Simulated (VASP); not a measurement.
The system is HfTi.

```
CELL_PARAMETERS angstrom
3.08615 0.00000 0.00000
-1.54307 2.67268 0.00000
0.00000 0.00000 4.82926
ATOMIC_POSITIONS crystal
Hf 0.66667 0.33333 0.50000
Ti 0.33333 0.66667 0.00000
```

```yaml
Program: VASP 6.6.1
Task: relaxation of cell and atoms
Functional: PBEsol
Potentials_or_basis: VASP PAW PBE potentials, release 64 (Hf_pv, Ti_sv)
Cutoff: 600 eV
k_mesh: 11 × 11 × 6
Occupations: fermi-dirac, width 0.1 eV
Spin: no spin polarisation
```

At the start: pressure -3.6 GPa; volume 19.92 Å³/atom.

Where does the relaxation end?

Over 4 steps the energy falls by 7.4 meV/atom and the volume is 19.26 Å³/atom (-3.3 %); space group P-6m2 (No. 187, to 0.1 Å) before and after.

Step by step:
```csv
step,energy change (eV),largest force (eV/Å),pressure (GPa),volume (Å³)
1,0.0000,0.0000,-3.64,39.83
2,0.0000,0.0000,3.93,37.28
3,-0.0149,0.0000,-0.05,38.54
4,-0.0149,0.0000,0.03,38.51
```

Final structure:
```yaml
crystal:
  lattice:
    - [3.05250, 0.00000, 0.00000]
    - [-1.52625, 2.64354, 0.00000]
    - [0.00000, 0.00000, 4.77292]
  atoms:
    - { symbol: Hf, position: [0.66667, 0.33333, 0.50000] }
    - { symbol: Ti, position: [0.33333, 0.66667, 0.00000] }
```

Caveat: the PAW data sets were made with another functional, which shifts forces and pressure a little.
